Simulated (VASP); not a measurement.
# Ge16N (a cell with a defect) in VASP: a series of runs

Runs on Ge16N (a cell with a defect). Level: PBE. Tasks: single point.

Everything below comes from runs of VASP 6.6.1. Logs are shortened: lines on timing, memory, paths and dates and some standing lists are left out, and cuts for length are marked.

## Step 1: The cell of the first run

The cell holds a defect, 17 atoms: a = 8.004 Å, b = 8.004 Å, c = 8.004 Å, α = 60.00°, β = 60.00°, γ = 60.00°.

## Step 2: Single point, PBE

INCAR reads:

```
PREC = Accurate
ENCUT = 520
EDIFF = 1E-7
ISMEAR = -1
SIGMA = 0.05
LREAL = Auto
LASPH = True
NELM = 100
ALGO = Normal
ISIF = 2
LWAVE = False
LCHARG = False
GGA = PE
NBANDS = 128
```

KPOINTS reads:

```
Automatic mesh
0
Gamma
  2 2 2
```

POSCAR reads:

```
Ge16N
1.0
    0.0000000000      5.6600000000      5.6600000000
    5.6600000000      0.0000000000      5.6600000000
    5.6600000000      5.6600000000      0.0000000000
Ge N
16 1
Direct
   -0.0366254417     -0.0117491166      0.0678091873
    0.1338339223      0.2018904594      0.0441696113
    0.0744081272     -0.0562279152      0.4170583039
    0.0925971731      0.0949823322      0.6909187279
   -0.1030742049      0.5558127208      0.0353710247
    0.1161484099      0.5607773852      0.1693992933
    0.0016254417      0.4769964664      0.5363427562
    0.1484098940      0.5574911661      0.6707773852
    0.5440901060     -0.0065282686     -0.0253798587
    0.5911130742      0.1639929329      0.1150353357
    0.4565724382      0.0506007067      0.5114310954
    0.6934452297      0.1217667845      0.5683038869
    0.4849204947      0.5201325088     -0.0582067138
    0.4768374558      0.6527031802      0.1972614841
    0.5322438163      0.4744699647      0.5332862191
    0.6388250883      0.7020406360      0.5823056537
    1.0858215548      0.7786130742      0.2760159011
```

Potentials or basis: VASP PAW PBE potentials, release 64 (Ge_d, N).

The run is started by

```
> cat potpaw_PBE.64/Ge_d/POTCAR potpaw_PBE.64/N/POTCAR > POTCAR
> mpirun -np 1 vasp_std > vasp.out
```

OUTCAR:

```text
PREC = Accurate
   ENCUT = 520
   EDIFF = 1E-7
   ISMEAR = -1
   LREAL = Auto
   LASPH = True
   NELM = 100
   ISIF = 2
   GGA = PE

 ion  position               nearest neighbor table
   1  0.963  0.988  0.068-  17 1.94   4 2.47  10 2.49   2 2.56   6 2.81
   2  0.134  0.202  0.044-   5 2.49   1 2.56   3 2.61   9 2.74   8 2.92
   3  0.074  0.944  0.417-  17 2.07  12 2.55   2 2.61   8 2.67
   4  0.093  0.095  0.691-  11 2.44   1 2.47   7 2.51
   5  0.897  0.556  0.035-   2 2.49   6 2.50   8 2.59  14 2.76
   6  0.116  0.561  0.169-  17 2.16   7 2.42   5 2.50  13 2.53   1 2.81
   7  0.002  0.477  0.536-   8 2.38   6 2.42  16 2.49   4 2.51
   8  0.148  0.557  0.671-   7 2.38  15 2.53   5 2.59   3 2.67   2 2.92
   9  0.544  0.993  0.975-  10 2.40  14 2.56  12 2.66   2 2.74
  10  0.591  0.164  0.115-  13 2.36   9 2.40   1 2.49  11 2.59
  11  0.457  0.051  0.511-  16 2.33   4 2.44  12 2.52  10 2.59
  12  0.693  0.122  0.568-  15 2.38  11 2.52   3 2.55   9 2.66
  13  0.485  0.520  0.942-  10 2.36  16 2.44   6 2.53  14 2.70
  14  0.477  0.653  0.197-  15 2.49   9 2.56  13 2.70   5 2.76
  15  0.532  0.474  0.533-  12 2.38  14 2.49   8 2.53  16 2.61
  16  0.639  0.702  0.582-  11 2.33  13 2.44   7 2.49  15 2.61
  17  0.086  0.779  0.276-   1 1.94   3 2.07   6 2.16

  LATTYP: Found a face centered cubic cell.
 ALAT       =    11.3200000000

  Lattice vectors:

 A1 = (   0.0000000000,   5.6600000000,   5.6600000000)
 A2 = (   5.6600000000,   0.0000000000,   5.6600000000)
 A3 = (   5.6600000000,   5.6600000000,   0.0000000000)

Analysis of symmetry for initial positions (statically):
=====================================================================
 Subroutine PRICEL returns:
 Original cell was already a primitive cell.

 Routine SETGRP: Setting up the symmetry group for a
 face centered cubic supercell.

 Subroutine GETGRP returns: Found  1 space group operations
 (whereof  1 operations were pure point group operations)
 out of a pool of 48 trial point group operations.

The static configuration has the point symmetry C_1 .

Analysis of symmetry for dynamics (positions and initial velocities):
=====================================================================
 Subroutine PRICEL returns:
 Original cell was already a primitive cell.

 Routine SETGRP: Setting up the symmetry group for a
 face centered cubic supercell.

 Subroutine GETGRP returns: Found  1 space group operations
 (whereof  1 operations were pure point group operations)
 out of a pool of 48 trial point group operations.
[... 119 lines left out ...]
   NFREE  =      0    steps in history (QN), initial steepest desc. (CG)
   ISIF   =      2    stress and relaxation
   ISYM   =      2    0-nonsym 1-usesym 2-fastsym
   POTIM  = 0.5000    time-step for ionic-motion
   TEBEG  =    0.0;   TEEND  =   0.0 temperature during run
   PSTRESS=    0.0 pullay stress
   NELECT =     229.0000    total number of electrons
   NUPDOWN=      -1.0000    fix difference up-down
   EMIN   =  10.00;   EMAX   =-10.00  energy-range for DOS
   EFERMI =   0.00;   METHOD = LEGACY
   ISMEAR =    -1;   SIGMA  =   0.05  broadening in eV -4-tet -1-fermi 0-gaus
   EFERMI_NEDOS =   21; number of points for ismear=-14 and -15
   IALGO  =     38    algorithm
   IMIX   =      4    mixing-type and parameters
     AMIX     =   0.40;   BMIX     =  1.00
     AMIX_MAG =   1.60;   BMIX_MAG =  1.00
  volume/ion in A,a.u.               =      21.33       143.96
  Fermi-wavevector in a.u.,A,eV,Ry     =   1.404517  2.654152 26.839765  1.972667
  Thomas-Fermi vector in A             =   2.527070
   LORBIT       =      0    0 simple, 1 ext, 2 COOP (PROOUT), +10 PAW based schemes
   GGA     = PE    functional components
   LHFCALC =     F    Hartree Fock is set to
   AEXX    =    0.0000 exact exchange contribution
   IVDW    =     0    specifies the selected vdW correction
   LEPSILON=     F    determine dielectric tensor
   LRPA    =     F    only Hartree local field effects (RPA)
 non-spin polarized calculation
  energy-cutoff  :      520.00
  volume of cell :      362.64
 maximum number of plane-waves:      9841
 NGX is ok and might be reduce to    60
   NGX = 29   NGY = 29   NGZ = 29

 number of electron     229.0000011 magnetization

 Free energy of the ion-electron system (eV)
  ---------------------------------------------------
  ext. energy  EPLUGINS =         0.00000000
  ---------------------------------------------------
  free energy    TOTEN  =       -73.43166891 eV

  energy without entropy =      -73.36605345  energy(sigma->0) =      -73.39886118

 E-fermi :   4.8636     XC(G=0): -10.1793

 val. band max:        4.8631086984   @ k =   0.0000   0.0000   0.5000
 cond. band min:       4.8901058647   @ k =   0.0000   0.5000   0.0000
 fundamental gap:      0.0269971663
 Fermi energy:         4.8635522637

 k-point     1 :       0.0000    0.0000    0.0000
  band No.  band energies     occupation
      1     -19.9252      2.00000
      2     -19.8688      2.00000
      3     -19.8484      2.00000
      4     -19.8269      2.00000
      5     -19.8180      2.00000
      6     -19.8060      2.00000
[... 1021 lines left out ...]
    125       8.5713      0.00000
    126       8.7897      0.00000
 [bands above 126 left out]

------------------------ aborting loop because EDIFF is reached ----------------------------------------

  FORCE on cell =-STRESS in cart. coord.  units (eV):
  Direction    XX          YY          ZZ          XY          YZ          ZX
  --------------------------------------------------------------------------------------
  -------------------------------------------------------------------------------------
  Total        7.2356238      7.6431423      8.0804508     -2.2426491     -4.5198073      1.8068706
  in kB       31.9673967     33.7678367     35.6998904     -9.9081510    -19.9687654      7.9828568
  external PRESSURE =      33.8117079 kB  Pullay stress =       0.0000000 kB

 VOLUME and BASIS-vectors are now :
 -----------------------------------------------------------------------------
  energy-cutoff  :      520.00
  volume of cell :      362.64
      direct lattice vectors                 reciprocal lattice vectors
     0.000000000  5.660000000  5.660000000    -0.088339223  0.088339223  0.088339223
     5.660000000  0.000000000  5.660000000     0.088339223 -0.088339223  0.088339223
     5.660000000  5.660000000  0.000000000     0.088339223  0.088339223 -0.088339223

 POSITION                                       TOTAL-FORCE (eV/Angst)
 -----------------------------------------------------------------------------------
      5.97730      5.83650     11.04620         0.001119      0.409194      0.463100
      1.39270      1.00750      1.90020        -0.251661      0.349842      0.114235
      7.70230      2.78170      5.76290         0.082150      0.294336     -0.366314
      4.44820      4.43470      1.06170        -0.391698     -0.400330     -0.395857
      3.34610      5.27680      8.22250        -0.245893     -0.059775      0.413922
      4.13280      1.61620      3.83140        -0.379680     -0.002126      0.332337
[... 9 lines left out ...]
      7.26940      6.91160      7.58930        -1.564617      0.957311     -1.210070
      5.96920      2.04800      4.89270        -0.084173     -0.744640      0.261692
 -----------------------------------------------------------------------------------
    total drift:                               -0.002698     -0.000513     -0.001660

  FREE ENERGIE OF THE ION-ELECTRON SYSTEM (eV)
  ---------------------------------------------------
  free  energy   TOTEN  =       -73.4316689098 eV

  energy  without entropy=      -73.3660534467  energy(sigma->0) =      -73.39886118
```

OSZICAR:

```text
N       E                     dE             d eps       ncg     rms          rms(c)
DAV:   1     0.375608612260E+04    0.37561E+04   -0.94853E+04  2360   0.496E+03
DAV:   2     0.791724062563E+03   -0.29644E+04   -0.28830E+04  2048   0.133E+03
DAV:   3     0.529194341650E+02   -0.73880E+03   -0.71794E+03  2080   0.325E+02
[... 11 lines left out ...]
DAV:  15    -0.734316641903E+02   -0.10509E-04   -0.10599E-04  2208   0.127E-01    0.575E-03
DAV:  16    -0.734316674489E+02   -0.32586E-05   -0.35196E-05  2520   0.855E-02    0.293E-03
DAV:  17    -0.734316682895E+02   -0.84061E-06   -0.87328E-06  2584   0.463E-02    0.144E-03
DAV:  18    -0.734316688864E+02   -0.59691E-06   -0.59799E-06  2032   0.209E-02    0.106E-03
DAV:  19    -0.734316689098E+02   -0.23378E-07   -0.87063E-07  1856   0.134E-02
   1 F= -.73431669E+02 E0= -.73398861E+02  d E =-.656155E-01
```

stdout:

```text
POSCAR found type information on POSCAR GeN
 POSCAR found :  2 types and      17 ions
 scaLAPACK will be used
 LDA part: xc-table for (Slater+PW92), standard interpolation
 POSCAR, INCAR and KPOINTS ok, starting setup
 FFT: planning ... GRIDC
 FFT: planning ... GRID_SOFT
 FFT: planning ... GRID
 WAVECAR not read
 entering main loop
```

Wall time 22 min (1 thread of Intel Xeon Platinum 8488C (Sapphire Rapids), shared host); peak memory 0.61 GiB.

Results:

- Free energy: -73.4317 eV
- Pressure: 3.4 GPa
- Largest force: 2.197 eV/Å
- Band gap on the k mesh: zero (an odd number of electrons rules out a gap without spin polarisation)

Forces in eV/Å, atoms in the order of the input:
```
Ge   0.001  0.409  0.463
Ge  -0.252  0.350  0.114
Ge   0.082  0.294 -0.366
Ge  -0.392 -0.400 -0.396
Ge  -0.246 -0.060  0.414
Ge  -0.380 -0.002  0.332
Ge  -0.123 -0.344 -0.451
Ge   1.186  0.739  0.685
Ge  -0.363 -1.102 -0.604
Ge   0.337  1.226 -0.650
Ge   0.149 -0.987  1.181
Ge  -0.082  0.959 -0.674
Ge   1.351  0.185  0.093
Ge  -0.567 -0.990  0.506
Ge   0.945 -0.489  0.301
Ge  -1.565  0.957 -1.210
N   -0.084 -0.745  0.262
```

Stress tensor (GPa, compression positive):
```
 3.20 -0.99  0.80
-0.99  3.38 -2.00
 0.80 -2.00  3.57
```

Levels at points of the mesh, in eV from the Fermi level:
| k point | band 111 | band 112 | band 113 | band 114 | band 115 | band 116 | band 117 | band 118 |
| --- | --- | --- | --- | --- | --- | --- | --- | --- |
| (0.00, 0.00, 0.00) | -0.53 | -0.35 | -0.14 | -0.11 | -0.02 | 0.11 | 0.16 | 0.42 |
| (0.50, 0.00, 0.00) | -0.76 | -0.29 | -0.23 | -0.15 | 0.03 | 0.27 | 0.69 | 0.90 |
| (0.00, 0.50, 0.00) | -0.98 | -0.73 | -0.57 | -0.37 | 0.03 | 0.75 | 0.95 | 1.08 |
| (0.00, 0.00, 0.50) | -0.78 | -0.74 | -0.61 | 0.00 | 0.09 | 0.30 | 0.89 | 1.20 |
| (0.50, 0.50, 0.50) | -1.12 | -0.81 | -0.47 | -0.39 | 0.07 | 0.48 | 0.94 | 1.16 |
| (0.50, 0.50, 0.00) | -1.15 | -0.93 | -0.70 | -0.44 | -0.39 | 0.83 | 1.26 | 1.50 |
| (0.00, 0.50, 0.50) | -1.34 | -0.99 | -0.70 | -0.43 | -0.13 | 1.08 | 1.36 | 1.46 |
| (0.50, 0.00, 0.50) | -1.22 | -0.91 | -0.78 | -0.31 | -0.24 | 0.92 | 1.14 | 1.55 |

Caveat: the k points lie up to 0.48 Å⁻¹ apart, too coarse for converged energies and pressures of a metal.

## Step 3: Single point, PBE

INCAR reads:

```
ALGO = Normal
EDIFF = 1E-6
ENCUT = 520
GGA = PE
ISIF = 2
ISMEAR = -1
LASPH = T
LCHARG = F
LREAL = Auto
LWAVE = F
NBANDS = 128
NELM = 100
PREC = Accurate
SIGMA = 0.05
```

KPOINTS reads:

```
k-points
0
Gamma
  2 2 2
```

POSCAR reads:

```
Ge16N
1.0
    0.0000000000      5.6600000000      5.6600000000
    5.6600000000      0.0000000000      5.6600000000
    5.6600000000      5.6600000000      0.0000000000
Ge N
16 1
Direct
   -0.0003886926      0.0228445230      0.0118551237
    0.1452031802      0.2220583039      0.0198498233
    0.0779593640     -0.0626236749      0.4086130742
    0.0998939929      0.0547703180      0.6522084806
   -0.1213339223      0.5781007067      0.0538604240
    0.1232067138      0.5510335689      0.1933833922
    0.0186395760      0.4364134276      0.5781625442
    0.1458922261      0.5599558304      0.7155565371
    0.4993109541      0.0332155477     -0.0382685512
    0.6184540636      0.1361395760      0.1148321555
    0.4550088339      0.0663515901      0.5020759717
    0.6925265018      0.0696819788      0.6193286219
    0.4890901060      0.5154858657     -0.0208215548
    0.4270053004      0.7087367491      0.1578533569
    0.5142844523      0.5031537102      0.5034717314
    0.6497614841      0.6616342756      0.6004328622
    1.1419699647      0.7902031802      0.1904681979
```

Potentials or basis: VASP PAW PBE potentials, release 64 (Ge_d, N).

The run is started by

```
> cat potpaw_PBE.64/Ge_d/POTCAR potpaw_PBE.64/N/POTCAR > POTCAR
> mpirun -np 1 vasp_std > vasp.out
```

Run time: 20 min. Hardware: 1 thread of Intel Xeon Platinum 8488C (Sapphire Rapids), shared host; peak memory 0.61 GiB.

It converged, with:

```yaml
Free_energy: -74.1877 eV
Pressure: 3.4 GPa
Largest_force: 2.048 eV/Å
Band_gap_on_the_k_mesh: zero (an odd number of electrons rules out a gap without spin polarisation)
```

Forces in eV/Å, atoms in the order of the input:
```
Ge  -0.181  0.002  0.138
Ge   1.181 -0.364 -0.590
Ge   0.541 -0.207 -0.449
Ge   0.239  0.221  0.464
Ge   0.137  0.657  0.507
Ge   0.108  0.020 -0.354
Ge  -0.335 -0.223 -0.243
Ge  -0.419 -0.775  0.506
Ge   0.500  0.984 -0.192
Ge   0.681  0.650  0.032
Ge  -0.897  0.328  0.051
Ge  -0.872 -1.469  1.130
Ge  -1.815 -0.205 -0.421
Ge   0.728  1.230  0.491
Ge  -0.313  0.143 -0.219
Ge   0.048 -0.201 -0.310
N    0.670 -0.793 -0.540
```

Stress tensor (GPa, compression positive):
```
 3.81 -0.24 -0.72
-0.24  2.23 -0.63
-0.72 -0.63  4.07
```

Levels at points of the mesh, in eV from the Fermi level:
```tsv
k point	band 113	band 114	band 115	band 116	band 117	band 118
(0.00, 0.00, 0.00)	-0.24	-0.12	-0.08	0.11	0.20	0.32
(0.50, 0.00, 0.00)	-0.47	-0.24	-0.02	0.22	0.63	1.10
(0.00, 0.50, 0.00)	-0.60	-0.10	-0.03	0.39	0.80	0.94
(0.00, 0.00, 0.50)	-0.38	-0.09	0.09	0.58	0.83	1.14
(0.50, 0.50, 0.50)	-0.48	-0.29	0.09	0.54	0.70	0.92
(0.50, 0.50, 0.00)	-0.67	-0.63	-0.35	0.96	1.38	1.54
(0.00, 0.50, 0.50)	-0.68	-0.55	-0.07	0.67	1.32	1.48
(0.50, 0.00, 0.50)	-0.67	-0.45	0.15	0.92	1.06	1.48
```

Caveat: the k points lie up to 0.48 Å⁻¹ apart, too coarse for converged energies and pressures of a metal.
